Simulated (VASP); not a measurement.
# MgS (I4/mmm) in VASP: a series of runs, part 2 of 2

VASP 6.6.1. Earlier steps stand in the parts before.

**4. Single point, PBE (strain +0.040 along x and y, -0.080 along z)**

Contents of INCAR:

```
  PREC = Accurate
  ENCUT = 520
  EDIFF = 1E-7
  ISMEAR = 0
  SIGMA = 0.05
  LREAL = False
  LASPH = True
  NELM = 60
  ALGO = Normal
  ISIF = 2
  LWAVE = False
  LCHARG = False
  GGA = PE
  NBANDS = 11
```

Contents of KPOINTS:

```
Automatic mesh
0
Gamma
  8 8 8
```

Contents of POSCAR:

```
MgS
1.0
    0.0000000000      2.7057160000      2.3935180000
    2.7057160000      0.0000000000      2.3935180000
    2.7057160000      2.7057160000      0.0000000000
Mg S
1 1
Direct
    0.0000000000      0.0000000000      0.0000000000
    0.5000000000      0.5000000000      0.5000000000
```

Potentials or basis: VASP PAW PBE potentials, release 64 (Mg, S).

Command:

```sh
cat potpaw_PBE.64/Mg/POTCAR potpaw_PBE.64/S/POTCAR > POTCAR
mpirun -np 1 vasp_std > vasp.out
```

OUTCAR:

```text
PREC = Accurate
   ENCUT = 520
   EDIFF = 1E-7
   ISMEAR = 0
   LREAL = False
   LASPH = True
   NELM = 60
   ISIF = 2
   GGA = PE

 ion  position               nearest neighbor table
   1  0.000  0.000  0.000-   2 2.39   2 2.39   2 2.71   2 2.71   2 2.71   2 2.71
   2  0.500  0.500  0.500-   1 2.39   1 2.39   1 2.71   1 2.71   1 2.71   1 2.71

  LATTYP: Found a body centered tetragonal cell.
 ALAT       =     3.8264602631
 C/A-ratio  =     1.2510350744

  Lattice vectors:

 A1 = (   0.0000000000,  -2.7057160000,  -2.3935180000)
 A2 = (   0.0000000000,   2.7057160000,  -2.3935180000)
 A3 = (   2.7057160000,   0.0000000000,   2.3935180000)

Analysis of symmetry for initial positions (statically):
=====================================================================
 Subroutine PRICEL returns:
 Original cell was already a primitive cell.

 Routine SETGRP: Setting up the symmetry group for a
 body centered tetragonal supercell.

 Subroutine GETGRP returns: Found 16 space group operations
 (whereof 16 operations were pure point group operations)
 out of a pool of 16 trial point group operations.

The static configuration has the point symmetry D_4h.

Analysis of symmetry for dynamics (positions and initial velocities):
=====================================================================
 Subroutine PRICEL returns:
 Original cell was already a primitive cell.

 Routine SETGRP: Setting up the symmetry group for a
 body centered tetragonal supercell.

 Subroutine GETGRP returns: Found 16 space group operations
 (whereof 16 operations were pure point group operations)
 out of a pool of 16 trial point group operations.

The dynamic configuration has the point symmetry D_4h.

 Subroutine INISYM returns: Found 16 space group operations
 (whereof 16 operations are pure point group operations),
 and found     1 'primitive' translations

[... 119 lines left out ...]
   GGA     = PE    functional components
   LHFCALC =     F    Hartree Fock is set to
   AEXX    =    0.0000 exact exchange contribution
   IVDW    =     0    specifies the selected vdW correction
   LEPSILON=     F    determine dielectric tensor
   LRPA    =     F    only Hartree local field effects (RPA)
 non-spin polarized calculation
 Gauss-broadening in eV      SIGMA  =   0.05
  energy-cutoff  :      520.00
  volume of cell :       35.05
 maximum number of plane-waves:       956
   NGX = 13   NGY = 13   NGZ = 15

 number of electron       7.9999999 magnetization

 Free energy of the ion-electron system (eV)
  ---------------------------------------------------
  ext. energy  EPLUGINS =         0.00000000
  ---------------------------------------------------
  free energy    TOTEN  =        -8.36347953 eV

  energy without entropy =       -8.36347953  energy(sigma->0) =       -8.36347953

 E-fermi :   4.2023     XC(G=0):  -9.6867

 val. band max:        3.9318817442   @ k =   0.0000   0.0000   0.0000
 cond. band min:       6.3360319285   @ k =   0.5000   0.5000   0.0000
 fundamental gap:      2.4041501843
 Fermi energy:         4.2023070221

 k-point     1 :       0.0000    0.0000    0.0000
  band No.  band energies     occupation
      1      -8.9714      2.00000
      2       3.3217      2.00000
      3       3.9319      2.00000
      4       3.9319      2.00000
      5       7.4955      0.00000
      6      11.3848      0.00000
      7      11.3848      0.00000
      8      12.6449      0.00000
      9      13.2584      0.00000
     10      14.8072      0.00000
     11      15.9369      0.00000
[... 309 lines left out ...]
 k-point    24 :       0.3750   -0.0000    0.1250
  band No.  band energies     occupation
      1      -8.0042      2.00000
      2       0.0424      2.00000
      3       2.7023      2.00000
      4       3.0523      2.00000
      5       9.0628      0.00000
      6      10.0904      0.00000
      7      11.9595      0.00000
      8      12.4701      0.00000
      9      15.3462      0.00000
     10      16.4369      0.00000
     11      16.9459      0.00000

 [... further k-points ...]

------------------------ aborting loop because EDIFF is reached ----------------------------------------

  FORCE on cell =-STRESS in cart. coord.  units (eV):
  Direction    XX          YY          ZZ          XY          YZ          ZX
  --------------------------------------------------------------------------------------
  -------------------------------------------------------------------------------------
  Total       -0.3609719     -0.3609719      3.2877527      0.0000000     -0.0000000     -0.0000000
  in kB      -16.5026165    -16.5026165    150.3067926      0.0000000     -0.0000000     -0.0000000
  external PRESSURE =      39.1005199 kB  Pullay stress =       0.0000000 kB

 VOLUME and BASIS-vectors are now :
 -----------------------------------------------------------------------------
  energy-cutoff  :      520.00
  volume of cell :       35.05
      direct lattice vectors                 reciprocal lattice vectors
     0.000000000  2.705716000  2.393518000    -0.184793970  0.184793970  0.208897531
     2.705716000  0.000000000  2.393518000     0.184793970 -0.184793970  0.208897531
     2.705716000  2.705716000  0.000000000     0.184793970  0.184793970 -0.208897531

 POSITION                                       TOTAL-FORCE (eV/Angst)
 -----------------------------------------------------------------------------------
      0.00000      0.00000      0.00000        -0.000000      0.000000      0.000000
      2.70572      2.70572      2.39352         0.000000     -0.000000     -0.000000
 -----------------------------------------------------------------------------------
    total drift:                                0.000000      0.000000      0.000000

  FREE ENERGIE OF THE ION-ELECTRON SYSTEM (eV)
  ---------------------------------------------------
  free  energy   TOTEN  =        -8.3634795272 eV

  energy  without entropy=       -8.3634795272  energy(sigma->0) =       -8.36347953
```

It took 9.1 s on 1 thread of Intel Xeon 6975P-C (Granite Rapids), shared host; peak memory 0.16 GiB.

Results:

```yaml
Free_energy: -8.3635 eV
Pressure: 3.9 GPa
Band_gap_on_the_k_mesh: 2.40 eV, indirect (least direct gap 3.56 eV)
```

Caveat: the cell differs from its parent crystal (strain +0.040 along x and y, -0.080 along z). A k mesh can miss the band edges.

**5. Single point, PBE (strain +0.040 along x and y, -0.040 along z)**

Contents of INCAR:

```
PREC = Accurate ; ENCUT = 520
EDIFF = 1E-7 ; ISMEAR = 0
SIGMA = 0.05 ; LREAL = False
LASPH = True ; NELM = 60
ALGO = Normal ; ISIF = 2
LWAVE = False ; LCHARG = False
GGA = PE ; NBANDS = 11
```

Contents of KPOINTS:

```
regular mesh
0
Gamma
  8 8 8
```

Contents of POSCAR:

```
MgS
1.0
    0.0000000000      2.7057160000      2.4975840000
    2.7057160000      0.0000000000      2.4975840000
    2.7057160000      2.7057160000      0.0000000000
Mg S
1 1
Direct
    0.0000000000      0.0000000000      0.0000000000
    0.5000000000      0.5000000000      0.5000000000
```

Potentials or basis: VASP PAW PBE potentials, release 64 (Mg, S).

Command:

```sh
cat potpaw_PBE.64/Mg/POTCAR potpaw_PBE.64/S/POTCAR > POTCAR
mpirun -np 1 vasp_std > vasp.out
```

OUTCAR:

```text
PREC = Accurate
   ENCUT = 520
   EDIFF = 1E-7
   ISMEAR = 0
   LREAL = False
   LASPH = True
   NELM = 60
   ISIF = 2
   GGA = PE

 ion  position               nearest neighbor table
   1  0.000  0.000  0.000-   2 2.50   2 2.50   2 2.71   2 2.71   2 2.71   2 2.71
   2  0.500  0.500  0.500-   1 2.50   1 2.50   1 2.71   1 2.71   1 2.71   1 2.71

  LATTYP: Found a body centered tetragonal cell.
 ALAT       =     3.8264602631
 C/A-ratio  =     1.3054279037

  Lattice vectors:

 A1 = (   0.0000000000,  -2.7057160000,  -2.4975840000)
 A2 = (   0.0000000000,   2.7057160000,  -2.4975840000)
 A3 = (   2.7057160000,   0.0000000000,   2.4975840000)

Analysis of symmetry for initial positions (statically):
=====================================================================
 Subroutine PRICEL returns:
 Original cell was already a primitive cell.

 Routine SETGRP: Setting up the symmetry group for a
 body centered tetragonal supercell.

 Subroutine GETGRP returns: Found 16 space group operations
 (whereof 16 operations were pure point group operations)
 out of a pool of 16 trial point group operations.

The static configuration has the point symmetry D_4h.

Analysis of symmetry for dynamics (positions and initial velocities):
=====================================================================
 Subroutine PRICEL returns:
 Original cell was already a primitive cell.

 Routine SETGRP: Setting up the symmetry group for a
 body centered tetragonal supercell.

 Subroutine GETGRP returns: Found 16 space group operations
 (whereof 16 operations were pure point group operations)
 out of a pool of 16 trial point group operations.

The dynamic configuration has the point symmetry D_4h.

 Subroutine INISYM returns: Found 16 space group operations
 (whereof 16 operations are pure point group operations),
 and found     1 'primitive' translations

[... 119 lines left out ...]
   GGA     = PE    functional components
   LHFCALC =     F    Hartree Fock is set to
   AEXX    =    0.0000 exact exchange contribution
   IVDW    =     0    specifies the selected vdW correction
   LEPSILON=     F    determine dielectric tensor
   LRPA    =     F    only Hartree local field effects (RPA)
 non-spin polarized calculation
 Gauss-broadening in eV      SIGMA  =   0.05
  energy-cutoff  :      520.00
  volume of cell :       36.57
 maximum number of plane-waves:      1018
   NGX = 13   NGY = 13   NGZ = 15

 number of electron       8.0000001 magnetization

 Free energy of the ion-electron system (eV)
  ---------------------------------------------------
  ext. energy  EPLUGINS =         0.00000000
  ---------------------------------------------------
  free energy    TOTEN  =        -8.45217465 eV

  energy without entropy =       -8.45217465  energy(sigma->0) =       -8.45217465

 E-fermi :   3.8033     XC(G=0):  -9.5246

 val. band max:        3.5081433927   @ k =   0.0000   0.0000   0.0000
 cond. band min:       5.9143071684   @ k =   0.5000   0.5000   0.0000
 fundamental gap:      2.4061637757
 Fermi energy:         3.8033402264

 k-point     1 :       0.0000    0.0000    0.0000
  band No.  band energies     occupation
      1      -9.0821      2.00000
      2       3.1188      2.00000
      3       3.5081      2.00000
      4       3.5081      2.00000
      5       6.8149      0.00000
      6      11.1386      0.00000
      7      11.1386      0.00000
      8      11.9411      0.00000
      9      13.1582      0.00000
     10      14.1592      0.00000
     11      15.5718      0.00000
[... 309 lines left out ...]
 k-point    24 :       0.3750    0.0000    0.1250
  band No.  band energies     occupation
      1      -8.1758      2.00000
      2      -0.1800      2.00000
      3       2.4593      2.00000
      4       2.7059      2.00000
      5       8.6069      0.00000
      6       9.7281      0.00000
      7      11.4204      0.00000
      8      11.8145      0.00000
      9      14.6606      0.00000
     10      15.9654      0.00000
     11      16.1849      0.00000

 [... further k-points ...]

------------------------ aborting loop because EDIFF is reached ----------------------------------------

  FORCE on cell =-STRESS in cart. coord.  units (eV):
  Direction    XX          YY          ZZ          XY          YZ          ZX
  --------------------------------------------------------------------------------------
  -------------------------------------------------------------------------------------
  Total       -0.8020360     -0.8020360      0.9948329      0.0000000      0.0000000      0.0000000
  in kB      -35.1390434    -35.1390434     43.5859196      0.0000000      0.0000000      0.0000000
  external PRESSURE =      -8.8973891 kB  Pullay stress =       0.0000000 kB

 VOLUME and BASIS-vectors are now :
 -----------------------------------------------------------------------------
  energy-cutoff  :      520.00
  volume of cell :       36.57
      direct lattice vectors                 reciprocal lattice vectors
     0.000000000  2.705716000  2.497584000    -0.184793970  0.184793970  0.200193467
     2.705716000  0.000000000  2.497584000     0.184793970 -0.184793970  0.200193467
     2.705716000  2.705716000  0.000000000     0.184793970  0.184793970 -0.200193467

 POSITION                                       TOTAL-FORCE (eV/Angst)
 -----------------------------------------------------------------------------------
      0.00000      0.00000      0.00000        -0.000000      0.000000      0.000000
      2.70572      2.70572      2.49758         0.000000     -0.000000      0.000000
 -----------------------------------------------------------------------------------
    total drift:                                0.000000      0.000000      0.000000

  FREE ENERGIE OF THE ION-ELECTRON SYSTEM (eV)
  ---------------------------------------------------
  free  energy   TOTEN  =        -8.4521746455 eV

  energy  without entropy=       -8.4521746455  energy(sigma->0) =       -8.45217465
```

OSZICAR:

```text
N       E                     dE             d eps       ncg     rms          rms(c)
DAV:   1     0.229531429580E+02    0.22953E+02   -0.35749E+03  1346   0.589E+02
DAV:   2    -0.728388264974E+01   -0.30237E+02   -0.28269E+02  1677   0.997E+01
DAV:   3    -0.887337179145E+01   -0.15895E+01   -0.15856E+01  1610   0.241E+01
DAV:   4    -0.888331384205E+01   -0.99421E-02   -0.99412E-02  1563   0.226E+00
DAV:   5    -0.888340075703E+01   -0.86915E-04   -0.86914E-04  1599   0.211E-01    0.430E+00
DAV:   6    -0.849447005925E+01    0.38893E+00   -0.86284E-01  1466   0.360E+00    0.333E+00
DAV:   7    -0.845267129323E+01    0.41799E-01   -0.22638E-01  1543   0.203E+00    0.226E+00
DAV:   8    -0.845255983915E+01    0.11145E-03   -0.16515E-02  1412   0.777E-01    0.105E+00
DAV:   9    -0.845216172194E+01    0.39812E-03   -0.10805E-03  1496   0.185E-01    0.353E-01
DAV:  10    -0.845217777400E+01   -0.16052E-04   -0.27057E-04  1533   0.761E-02    0.424E-02
DAV:  11    -0.845217446841E+01    0.33056E-05   -0.20741E-05  1529   0.201E-02    0.129E-02
DAV:  12    -0.845217470807E+01   -0.23965E-06   -0.95113E-07  1588   0.626E-03    0.346E-03
DAV:  13    -0.845217464546E+01    0.62609E-07   -0.45325E-08   950   0.102E-03
   1 F= -.84521746E+01 E0= -.84521746E+01  d E =-.802004E-19
```

It took 9.2 s on 1 thread of Intel Xeon 6975P-C (Granite Rapids), shared host; peak memory 0.17 GiB.

Results:

```yaml
Free_energy: -8.4522 eV
Pressure: -0.9 GPa
Band_gap_on_the_k_mesh: 2.41 eV, indirect (least direct gap 3.31 eV)
```

Caveat: the cell differs from its parent crystal (strain +0.040 along x and y, -0.040 along z). A k mesh can miss the band edges.

**6. Single point, PBE (strain +0.080 along x and y, -0.080 along z)**

Contents of INCAR:

```
SYSTEM = MgS
  PREC = Accurate
  ENCUT = 520
  EDIFF = 1E-7
  ISMEAR = 0
  SIGMA = 0.05
  LREAL = .False.
  LASPH = .True.
  NELM = 60
  ALGO = Normal
  ISIF = 2
  LWAVE = .False.
  LCHARG = .False.
  GGA = PE
  NBANDS = 11
```

Contents of KPOINTS:

```
Automatic mesh
0
Gamma
  8 8 8
  0 0 0
```

Contents of POSCAR:

```
MgS
1.0
    0.0000000000      2.8097820000      2.3935180000
    2.8097820000      0.0000000000      2.3935180000
    2.8097820000      2.8097820000      0.0000000000
Mg S
1 1
Direct
    0.0000000000      0.0000000000      0.0000000000
    0.5000000000      0.5000000000      0.5000000000
```

Potentials or basis: VASP PAW PBE potentials, release 64 (Mg, S).

Command:

```sh
cat potpaw_PBE.64/Mg/POTCAR potpaw_PBE.64/S/POTCAR > POTCAR
mpirun -np 1 vasp_std > vasp.out
```

It took 9.6 s on 1 thread of Intel Xeon 6975P-C (Granite Rapids), shared host; peak memory 0.17 GiB.

The run converged. Its results:

- Free energy: -8.2994 eV
- Pressure: -0.2 GPa
- Band gap on the k mesh: 2.28 eV, indirect (least direct gap 2.99 eV)

Stress tensor (GPa, compression positive):
```
-5.50  0.00  0.00
 0.00 -5.50  0.00
 0.00  0.00 10.54
```

Levels at points of the mesh, in eV from the valence-band top:
```
           k point  band 2  band 3  band 4  band 5  band 6  band 7
(0.00, 0.00, 0.00)   -0.81    0.00    0.00    2.99    7.41    7.41
(0.50, 0.00, 0.00)   -4.73   -0.94   -0.68    4.02    5.86    7.96
(0.50, 0.50, 0.00)   -3.93   -2.18   -2.18    2.28    4.02   11.90
(0.50, 0.00, 0.50)   -4.12   -2.16   -0.89    2.84    4.70   10.49
```

Caveat: the cell differs from its parent crystal (strain +0.080 along x and y, -0.080 along z). A k mesh can miss the band edges.

**7. Summary**

```csv
cell,gap on the mesh (eV),pressure (GPa)
"a = 3.682, b = 3.682, c = 3.532 Å, angles 61.3, 61.3, 57.3°, 2 atoms",2.60,5.6
"a = 3.759, b = 3.759, c = 3.532 Å, angles 62.0, 62.0, 56.0°, 2 atoms",2.49,3.4
"a = 3.612, b = 3.612, c = 3.826 Å, angles 58.0, 58.0, 64.0°, 2 atoms",2.40,3.9
"a = 3.682, b = 3.682, c = 3.826 Å, angles 58.7, 58.7, 62.6°, 2 atoms",2.41,-0.9
"a = 3.691, b = 3.691, c = 3.974 Å, angles 57.4, 57.4, 65.1°, 2 atoms",2.28,-0.2
```

Alike in all rows: task single point; level PBE; potentials or basis VASP PAW PBE potentials, release 64 (Mg, S); no spin polarisation; k mesh 8 × 8 × 8; cutoff (eV) 520; smearing gaussian 0.05 eV.

Total energies depend on the potentials used, so only differences within one code and one set of settings carry meaning.
